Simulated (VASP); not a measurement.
# TiO2 (C2/m) in VASP: electric field gradients with LDA

Aim: the electric field gradients of TiO2 with LDA.

All numbers are computed with VASP 6.6.1; they aren't measurements. Logs are shortened: lines on timing, memory, paths and dates and some standing lists are left out, and cuts for length are marked.

## Step 1: The cell of the first run

Symmetry: C2/m, No. 12, monoclinic system. The conventional cell has a = 6.596 Å, b = 6.399 Å, c = 2.960 Å, α = 90.00°, β = 92.41°, γ = 90.00°. Within 2.6 Å of Ti (site symmetry 2/m) lie 6 O at 1.93 to 2.02 Å. Within 2.5 Å of Ti (site symmetry 2/m) lie 6 O at 1.92 to 2.00 Å. Within 2.6 Å of O (site symmetry m) lie 3 Ti at 1.92 to 2.02 Å and 1 O at 2.56 Å. Within 2.6 Å of O (site symmetry 2) lie 3 Ti at 1.93 to 1.96 Å and 1 O at 2.48 Å.

## Step 2: Electric field gradients, LDA (equal xy, yz and zx shear strains of +3 %)

Input file INCAR:

```
SYSTEM = TiO2
ALGO = Normal
EDIFF = 1E-8
ENCUT = 520
ISIF = 2
ISMEAR = -1
LASPH = .True.
LCHARG = .False.
LEFG = .True.
LREAL = .False.
LWAVE = .False.
NBANDS = 33
NELM = 80
PREC = Accurate
SIGMA = 0.05
```

Input file KPOINTS:

```
k-points
0
Gamma
  7 7 10
  0 0 0
```

Input file POSCAR:

```
TiO2
1.0
    4.5940000000      0.0689100000      0.0689100000
    0.0689100000      4.5940000000      0.0689100000
    0.0443850000      0.0443850000      2.9590000000
Ti O
2 4
Direct
    0.0000000000      0.0000000000      0.0000000000
    0.5000000000      0.5000000000      0.5000000000
    0.3060000000      0.3060000000      0.0000000000
    0.1940000000      0.8060000000      0.5000000000
    0.6940000000      0.6940000000      0.0000000000
    0.8060000000      0.1940000000      0.5000000000
```

Potentials or basis: VASP PAW LDA potentials, release 64 (Ti_sv, O).

Run with:

```sh
cat potpaw_LDA.64/Ti_sv/POTCAR potpaw_LDA.64/O/POTCAR > POTCAR
mpirun -np 1 vasp_std > vasp.out
```

OUTCAR:

```text
SYSTEM = TiO2
   EDIFF = 1E-8
   ENCUT = 520
   ISIF = 2
   ISMEAR = -1
   LASPH = .True.
   LREAL = .False.
   NELM = 80
   PREC = Accurate

 ion  position               nearest neighbor table
   1  0.000  0.000  0.000-   4 1.93   6 1.93   4 1.93   6 1.93   5 2.02   3 2.02
   2  0.500  0.500  0.500-   3 1.92   5 1.92   6 1.96   4 1.96   3 2.00   5 2.00
   3  0.306  0.306  0.000-   2 1.92   2 2.00   1 2.02
   4  0.194  0.806  0.500-   1 1.93   1 1.93   2 1.96
   5  0.694  0.694  0.000-   2 1.92   2 2.00   1 2.02
   6  0.806  0.194  0.500-   1 1.93   1 1.93   2 1.96

  LATTYP: Found a base centered monoclinic cell.
 ALAT       =     6.5957906038
 B/A-ratio  =     0.9702314754
 C/A-ratio  =     0.4487203852
 COS(beta)  =    -0.0420942467

  Lattice vectors:

 A1 = (  -4.5940000000,  -0.0689100000,  -0.0689100000)
 A2 = (  -0.0689100000,  -4.5940000000,  -0.0689100000)
 A3 = (   0.0443850000,   0.0443850000,   2.9590000000)

Analysis of symmetry for initial positions (statically):
=====================================================================
 Subroutine PRICEL returns:
 Original cell was already a primitive cell.

 Routine SETGRP: Setting up the symmetry group for a
 base centered monoclinic supercell.

 Subroutine GETGRP returns: Found  4 space group operations
 (whereof  4 operations were pure point group operations)
 out of a pool of  4 trial point group operations.

The static configuration has the point symmetry C_2h.

Analysis of symmetry for dynamics (positions and initial velocities):
=====================================================================
 Subroutine PRICEL returns:
 Original cell was already a primitive cell.

 Routine SETGRP: Setting up the symmetry group for a
 base centered monoclinic supercell.

 Subroutine GETGRP returns: Found  4 space group operations
 (whereof  4 operations were pure point group operations)
 out of a pool of  4 trial point group operations.

The dynamic configuration has the point symmetry C_2h.

 Subroutine INISYM returns: Found  4 space group operations
 (whereof  4 operations are pure point group operations),
 and found     1 'primitive' translations

----------------------------------------------------------------------------------------

                                     Primitive cell

  volume of cell :      62.4075

  direct lattice vectors                    reciprocal lattice vectors
     4.594000000  0.068910000  0.068910000     0.217771778 -0.003218302 -0.003218302
     0.068910000  4.594000000  0.068910000    -0.003218302  0.217771778 -0.003218302
     0.044385000  0.044385000  2.959000000    -0.004996580 -0.004996580  0.338101908

  length of vectors
     4.595033534  4.595033534  2.959665700     0.217819334  0.217819334  0.338175741

  position of ions in fractional coordinates (direct lattice)
     0.000000000  0.000000000  0.000000000
     0.500000000  0.500000000  0.500000000
     0.306000000  0.306000000  0.000000000
     0.194000000  0.806000000  0.500000000
     0.694000000  0.694000000  0.000000000
     0.806000000  0.194000000  0.500000000

  ion indices of the primitive-cell ions
   primitive index   ion index
                 1           1
                 2           2
                 3           3
                 4           4
                 5           5
                 6           6

----------------------------------------------------------------------------------------

 KPOINTS: k-points

Automatic generation of k-mesh.
 Grid dimensions read from file:
 generate k-points for:    7    7   10

 Generating k-lattice:

  Cartesian coordinates                     Fractional coordinates (reciprocal lattice)
     0.031110254 -0.000459757 -0.000459757     0.142857143  0.000000000  0.000000000
[... 55 lines left out ...]
   LSORBIT =      F    spin-orbit coupling
   LASPH  =      T    aspherical Exc in radial PAW
   ENCUT  =  520.0 eV  38.22 Ry    6.18 a.u.   8.54  8.54  5.50*2*pi/ulx,y,z
   NELM   =     80;   NELMIN=  2; NELMDL= -5     # of ELM steps
   EDIFF  = 0.1E-07   stopping-criterion for ELM
   LREAL  =      F    real-space projection
   EDIFFG = 0.1E-06   stopping-criterion for IOM
   NSW    =      0    number of steps for IOM
   IBRION =     -1    ionic relax: 0-MD 1-quasi-New 2-CG
   NFREE  =      0    steps in history (QN), initial steepest desc. (CG)
   ISIF   =      2    stress and relaxation
   ISYM   =      2    0-nonsym 1-usesym 2-fastsym
   POTIM  = 0.5000    time-step for ionic-motion
   TEBEG  =    0.0;   TEEND  =   0.0 temperature during run
   PSTRESS=    0.0 pullay stress
   NELECT =      48.0000    total number of electrons
   NUPDOWN=      -1.0000    fix difference up-down
   EMIN   =  10.00;   EMAX   =-10.00  energy-range for DOS
   EFERMI =   0.00;   METHOD = LEGACY
   ISMEAR =    -1;   SIGMA  =   0.05  broadening in eV -4-tet -1-fermi 0-gaus
   EFERMI_NEDOS =   21; number of points for ismear=-14 and -15
   IALGO  =     38    algorithm
   IMIX   =      4    mixing-type and parameters
     AMIX     =   0.40;   BMIX     =  1.00
     AMIX_MAG =   1.60;   BMIX_MAG =  1.00
  volume/ion in A,a.u.               =      10.40        70.19
  Fermi-wavevector in a.u.,A,eV,Ry     =   1.499949  2.834492 30.611009  2.249846
  Thomas-Fermi vector in A             =   2.611512
   LORBIT       =      0    0 simple, 1 ext, 2 COOP (PROOUT), +10 PAW based schemes
   GGA     = CA    functional components
   LHFCALC =     F    Hartree Fock is set to
   AEXX    =    0.0000 exact exchange contribution
   IVDW    =     0    specifies the selected vdW correction
   LEPSILON=     F    determine dielectric tensor
   LRPA    =     F    only Hartree local field effects (RPA)
 non-spin polarized calculation
  energy-cutoff  :      520.00
  volume of cell :       62.41
 maximum number of plane-waves:      1698
 NGX is ok and might be reduce to    36
   NGX = 17   NGY = 17   NGZ = 11

 number of electron      48.0000017 magnetization

 Free energy of the ion-electron system (eV)
  ---------------------------------------------------
  ext. energy  EPLUGINS =         0.00000000
  ---------------------------------------------------
  free energy    TOTEN  =       -58.65243698 eV

  energy without entropy =      -58.65243698  energy(sigma->0) =      -58.65243698

 E-fermi :   5.4174     XC(G=0): -11.9906

 val. band max:        4.5359483650   @ k =   0.0000   0.0000   0.0000
 cond. band min:       6.3638937841   @ k =   0.0000   0.0000   0.0000
 fundamental gap:      1.8279454191
 Fermi energy:         5.4173782412

 k-point     1 :       0.0000    0.0000    0.0000
  band No.  band energies     occupation
      1     -51.6708      2.00000
      2     -51.5352      2.00000
      3     -28.3953      2.00000
      4     -28.2871      2.00000
      5     -28.1799      2.00000
      6     -28.1383      2.00000
[... 853 lines left out ...]
     32      10.6581      0.00000
     33      11.1825      0.00000

 [... further k-points ...]

------------------------ aborting loop because EDIFF is reached ----------------------------------------

  FORCE on cell =-STRESS in cart. coord.  units (eV):
  Direction    XX          YY          ZZ          XY          YZ          ZX
  --------------------------------------------------------------------------------------
  -------------------------------------------------------------------------------------
  Total       -2.0206937     -2.0206937     -3.0746868     -2.4924806     -1.6283616     -1.6283613
  in kB      -51.8769508    -51.8769508    -78.9359497    -63.9890622    -41.8046701    -41.8046632
  external PRESSURE =     -60.8966171 kB  Pullay stress =       0.0000000 kB

 VOLUME and BASIS-vectors are now :
 -----------------------------------------------------------------------------
  energy-cutoff  :      520.00
  volume of cell :       62.41
      direct lattice vectors                 reciprocal lattice vectors
     4.594000000  0.068910000  0.068910000     0.217771778 -0.003218302 -0.003218302
     0.068910000  4.594000000  0.068910000    -0.003218302  0.217771778 -0.003218302
     0.044385000  0.044385000  2.959000000    -0.004996580 -0.004996580  0.338101908

 POSITION                                       TOTAL-FORCE (eV/Angst)
 -----------------------------------------------------------------------------------
      0.00000      0.00000      0.00000         0.000000     -0.000000     -0.000000
      2.35365      2.35365      1.54841         0.000000     -0.000000     -0.000000
      1.42685      1.42685      0.04217        -0.145774     -0.145774      0.273449
      0.96897      3.73833      1.54841         0.061343     -0.061343      0.000000
      3.23606      3.23606      0.09565         0.145774      0.145774     -0.273449
      3.73833      0.96897      1.54841        -0.061343      0.061343      0.000000
 -----------------------------------------------------------------------------------
    total drift:                               -0.000000      0.000000      0.000000

  FREE ENERGIE OF THE ION-ELECTRON SYSTEM (eV)
  ---------------------------------------------------
  free  energy   TOTEN  =       -58.6524369771 eV

  energy  without entropy=      -58.6524369763  energy(sigma->0) =      -58.65243698

 Electric field gradients (V/A^2)
---------------------------------------------------------------------
 ion       V_xx      V_yy      V_zz      V_xy      V_xz      V_yz
---------------------------------------------------------------------
   1      18.618    18.618   -37.235    17.732    -5.919    -5.919
   2       7.289     7.289   -14.578     2.922    26.135    26.135
   3       2.084     2.084    -4.168    21.994     7.414     7.414
   4       0.919     0.919    -1.839   -13.859     2.524     2.524
   5       2.084     2.084    -4.168    21.994     7.414     7.414
   6       0.919     0.919    -1.839   -13.859     2.524     2.524
---------------------------------------------------------------------

 Electric field gradients after diagonalization (V/A^2)
 (convention: |V_zz| > |V_xx| > |V_yy|)
----------------------------------------------------------------------
 ion       V_xx      V_yy      V_zz     asymmetry (V_yy - V_xx)/ V_zz
----------------------------------------------------------------------
   1      37.290     0.885   -38.175       0.954
   2      36.800     4.367   -41.167       0.788
   3     -19.910    -7.635    27.544       0.446
   4     -13.988    -0.790    14.778       0.893
   5     -19.910    -7.635    27.544       0.446
   6     -13.988    -0.790    14.778       0.893
----------------------------------------------------------------------

           NMR quadrupolar parameters

 Cq : quadrupolar parameter    Cq=e*Q*V_zz/h
 eta: asymmetry parameters     (V_yy - V_xx)/ V_zz
 Q  : nuclear electric quadrupole moment in mb (millibarn)
----------------------------------------------------------------------
 ion       Cq(MHz)       eta       Q (mb)
----------------------------------------------------------------------
   1      -0.092       0.954       1.000
   2      -0.100       0.788       1.000
   3       0.067       0.446       1.000
   4       0.036       0.893       1.000
   5       0.067       0.446       1.000
   6       0.036       0.893       1.000
----------------------------------------------------------------------
```

It took 6.9 min on 1 thread of Oxide Virtual Turin-like, shared host; peak memory 0.28 GiB.

Results:

```yaml
Free_energy: -58.6524 eV
Pressure: -6.1 GPa
Largest_force: 0.342 eV/Å
Band_gap_on_the_k_mesh: 1.83 eV
Largest_electric_field_gradient_by_atom: Ti -38.2, -41.2; O +27.5, +14.8 (each value once) V/Å²
```

Forces in eV/Å, atoms in the order of the input:
```
Ti   0.000  0.000  0.000
Ti   0.000  0.000  0.000
O   -0.146 -0.146  0.273
O    0.061 -0.061  0.000
O    0.146  0.146 -0.273
O   -0.061  0.061  0.000
```

Levels at points of the mesh, in eV from the valence-band top:
| k point | band 21 | band 22 | band 23 | band 24 | band 25 | band 26 | band 27 | band 28 |
| --- | --- | --- | --- | --- | --- | --- | --- | --- |
| (0.00, 0.00, 0.00) | -0.72 | -0.41 | -0.37 | 0.00 | 1.83 | 2.14 | 2.37 | 2.41 |
| (0.00, 0.00, 0.50) | -2.50 | -2.31 | -1.54 | -1.28 | 2.83 | 2.99 | 3.00 | 3.24 |

Electric field gradients, principal values (V/Å²):
| atom | least | middle | greatest (by size) |
| --- | --- | --- | --- |
| 1 Ti | 0.885 | 37.290 | -38.175 |
| 2 Ti | 4.367 | 36.800 | -41.167 |
| 3 O | -7.635 | -19.910 | 27.544 |
| 4 O | -0.790 | -13.988 | 14.778 |
| 5 O | -7.635 | -19.910 | 27.544 |
| 6 O | -0.790 | -13.988 | 14.778 |

Caveat: the cell differs from its parent crystal (equal xy, yz and zx shear strains of +3 %); the cell stands under tension; without QUAD_EFG the Cq values of the log hold for a quadrupole moment of 1 mb, not for the nuclei.
